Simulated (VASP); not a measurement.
Input of a VASP 6.6.1 run:

INCAR

```
  ALGO = Normal
  EDIFF = 1E-7
  ENCUT = 520
  ISIF = 2
  ISMEAR = 1
  LASPH = True
  LCHARG = True
  LELF = True
  LREAL = False
  LVHAR = True
  LWAVE = False
  NBANDS = 23
  NELM = 100
  PREC = Accurate
  SIGMA = 0.1
```

The input KPOINTS:

```
k-points
0
Gamma
  8 8 4
```

File POSCAR:

```
HfN
1.0
    3.1615229646      0.0000000000      0.0000000000
   -1.5807564383      2.7379534789      0.0000000000
    0.0000000000      0.0000000000      5.4644973050
Hf N
2 2
Direct
    0.6666666667      0.3333333333      0.7500000000
    0.3333333333      0.6666666667      0.2500000000
    0.0000000000      0.0000000000      0.0000000000
    0.0000000000      0.0000000000      0.5000000000
```

Potentials or basis: VASP PAW LDA potentials, release 64 (Hf_pv, N).

Command:

```console
$ cat potpaw_LDA.64/Hf_pv/POTCAR potpaw_LDA.64/N/POTCAR > POTCAR
$ mpirun -np 1 vasp_std > vasp.out
```

(1) Estimate the pressure.

(2) Estimate the band gap on the k mesh.

Results:

(1) -16.2 GPa.

(2) zero (bands 15 and 16 overlap by 2.20 eV).

Caveat: the cell stands under tension; spin-orbit coupling is left out, which moves the levels of the heavy elements.
